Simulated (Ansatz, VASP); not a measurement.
One calculation of KBr, two programs

```
CELL_PARAMETERS angstrom
3.99836 0.00000 0.00000
0.00000 3.99836 0.00000
0.00000 0.00000 3.99836
ATOMIC_POSITIONS crystal
K 0.00000 0.00000 0.00000
Br 0.50000 0.50000 0.50000
```

Alike in both runs: task single point; functional PBE; k mesh 6 × 6 × 6; no spin polarisation.

|  | VASP | Ansatz |
| --- | --- | --- |
| version | VASP 6.6.1 | Ansatz 0.2.0 |
| potentials or method | VASP PAW PBE potentials, release 64 (K_sv, Br) | plane waves, PAW |
| plane-wave cutoff (eV) | 520 | 420 |
| occupations | gaussian, width 0.01 eV | fixed |
| valence electrons in the cell | 16 | 16 |

```tsv
	VASP	Ansatz	Ansatz less VASP
gap on the k mesh at the Fermi level (eV)	3.97	3.97	+0.001
pressure (GPa)	0.5	0.5	-0.03
```
